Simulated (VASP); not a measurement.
The system is Si3C.

```xyz
8
Lattice="5.9217 0.0000 0.0000 -2.9608 5.1283 0.0000 0.0000 0.0000 4.2780" Properties=species:S:1:pos:R:3 pbc="T T T"
Si    1.1958    0.6904    3.2085
Si    4.7259    0.6904    3.2085
Si    2.9608    3.7475    3.2085
Si    1.7650    4.4379    1.0695
Si   -1.7650    4.4379    1.0695
Si    0.0000    1.3808    1.0695
C     2.9608    1.7094    1.0695
C     0.0000    3.4189    3.2085
```

The cell was built from a structure type or drawn by symmetry, and may not be a known phase.

- Program: VASP 6.6.1
- Task: relaxation of cell and atoms
- Functional: PBE
- Potentials or basis: VASP PAW PBE potentials, release 64 (Si, C)
- Cutoff: 600 eV
- k mesh: 3 × 3 × 4
- Occupations: gaussian, width 0.1 eV
- Spin: no spin polarisation

At the start: pressure -3.7 GPa; volume 16.24 Å³/atom.

Task: How do energy, volume and symmetry change on relaxing?

Result: Over 13 steps the energy falls by 509.3 meV/atom and the volume is 12.62 Å³/atom (-22.3 %); space group P6_3/mmc (No. 194, to 0.1 Å) before and after.

Step by step:
```tsv
step	energy change (eV)	largest force (eV/Å)	pressure (GPa)	volume (Å³)
1	0.0000	2.4631	-3.67	129.91
2	-1.4873	1.2128	-7.55	123.04
3	-3.2614	0.8944	-9.36	112.66
4	0.4054	7.3652	34.77	93.69
5	-3.5580	0.7167	-8.15	109.96
6	-3.7730	1.0216	1.00	101.61
7	-3.9474	0.0117	-5.22	105.58
8	-3.9634	0.1792	-4.25	104.76
9	-3.9204	0.0708	7.89	95.61
10	-4.0647	0.1854	0.68	100.43
11	-4.0648	0.1846	0.79	100.34
12	-4.0685	0.1380	-0.15	101.40
13	-4.0745	0.0015	0.20	100.93
```

Final structure:
```yaml
crystal:
  lattice:
    - [5.50632, 0.00000, 0.00000]
    - [-2.75316, 4.76861, 0.00000]
    - [0.00000, 0.00000, 3.84368]
  atoms:
    - { symbol: Si, position: [0.35572, 0.17786, 0.75000] }
    - { symbol: Si, position: [0.82214, 0.17786, 0.75000] }
    - { symbol: Si, position: [0.82214, 0.64428, 0.75000] }
    - { symbol: Si, position: [0.64428, 0.82214, 0.25000] }
    - { symbol: Si, position: [0.17786, 0.82214, 0.25000] }
    - { symbol: Si, position: [0.17786, 0.35572, 0.25000] }
    - { symbol: C, position: [0.66667, 0.33333, 0.25000] }
    - { symbol: C, position: [0.33333, 0.66667, 0.75000] }
```

Caveat: the k points lie up to 0.44 Å⁻¹ apart in the final cell, too coarse for converged energies and pressures of a metal; the volume moved by over 15 % at a fixed basis, so the end points are rough.
